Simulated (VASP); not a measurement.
A run of VASP 6.6.1:

Contents of INCAR:

```
SYSTEM = CoPtO2
PREC     = Accurate       ! precision mode
ENCUT    = 520            ! plane-wave cutoff, eV
EDIFF    = 1E-7           ! SCF threshold, eV
ISMEAR   = 0              ! smearing method
SIGMA    = 0.1            ! smearing width, eV
LREAL    = .FALSE.        ! projectors in reciprocal space
LASPH    = .TRUE.         ! aspherical terms in the spheres
NELM     = 150            ! most SCF steps
ALGO     = Fast           ! electronic algorithm
ISIF     = 2              ! what is computed and relaxed
LWAVE    = .FALSE.        ! write WAVECAR
LCHARG   = .TRUE.         ! write CHGCAR
LMAXMIX  = 4              ! l up to which the mixer works
LDAU     = .TRUE.         ! DFT+U
LDAUTYPE = 2            
LDAUL    = 2 -1 -1        ! shell
LDAUU    = 3.32 0 0       ! U, eV
LDAUJ    = 0 0 0        
LDAUPRINT= 1            
GGA      = PE             ! functional
LELF     = .TRUE.         ! ELF
LVHAR    = .TRUE.       
NBANDS   = 24             ! bands
```

The input KPOINTS:

```
regular mesh
0
G
  18 18 18
  0 0 0
```

Contents of POSCAR:

```
CoPtO2
1.0
    1.4110114660      0.8146478497      5.9349637376
   -1.4110114660      0.8146478497      5.9349637376
    0.0000000000     -1.6292956995      5.9349637376
Co Pt O
1 1 2
Direct
    0.5000000000      0.5000000000      0.5000000000
    0.0000000000      0.0000000000      0.0000000000
    0.8882745516      0.8882745516      0.8882745516
    0.1117254484      0.1117254484      0.1117254484
```

Potentials or basis: VASP PAW PBE potentials, release 64 (Co, Pt, O).

The run is started by

```console
$ cat potpaw_PBE.64/Co/POTCAR potpaw_PBE.64/Pt/POTCAR potpaw_PBE.64/O/POTCAR > POTCAR
$ mpirun -np 1 vasp_std > vasp.out
```

Hardware: 1 thread of Oxide Virtual Turin-like Processor, with other jobs on the host.

**Question.** How long does it take, and how much memory?

**Answer.** Run time: 63 min on 1 thread of Oxide Virtual Turin-like Processor, on a shared host, peak memory 0.77 GiB. Counts: scf iterations 19, k points 580.
